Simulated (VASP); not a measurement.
BN (Qingsongite): single point with PBEsol

BN (Qingsongite):

```
B N
1.0
     0.00000    1.80482    1.80482
     1.80482    0.00000    1.80482
     1.80482    1.80482    0.00000
B N
1 1
Cartesian
  0.0000 0.0000 0.0000
  0.9024 0.9024 0.9024
```

```
Program                : VASP 6.6.1
Task                   : single point
Functional             : PBEsol
Potentials or basis    : VASP PAW PBE potentials, release 64 (B, N)
Cutoff                 : 600 eV
k mesh                 : 5 × 5 × 5
Occupations            : gaussian, width 0.01 eV
Spin                   : no spin polarisation
Dipole correction      : no
Further INCAR settings : ALGO = Normal; EDIFF = 1e-06; NBANDS = 11
```

```yaml
Pressure: -0.8 GPa
Band_gap_on_the_k_mesh: 4.77 eV, indirect (least direct gap 8.77 eV)
```

Levels at points of the mesh, in eV from the valence-band top:
```tsv
k point	band 1	band 2	band 3	band 4	band 5	band 6	band 7	band 8	band 9
(0.00, 0.00, 0.00)	-20.31	0.00	0.00	0.00	8.77	8.77	8.77	10.34	24.58
```

It took 1.9 s on 1 thread of Intel(R) Xeon(R) Platinum 8375C CPU @ 2.90GHz (Ice Lake), on a shared host, peak memory 0.11 GiB.

Caveat: the k points lie up to 0.60 Å⁻¹ apart; the PAW data sets were made with another functional, which shifts forces and pressure a little. As with any semilocal functional, this PBEsol gap is likely too small.
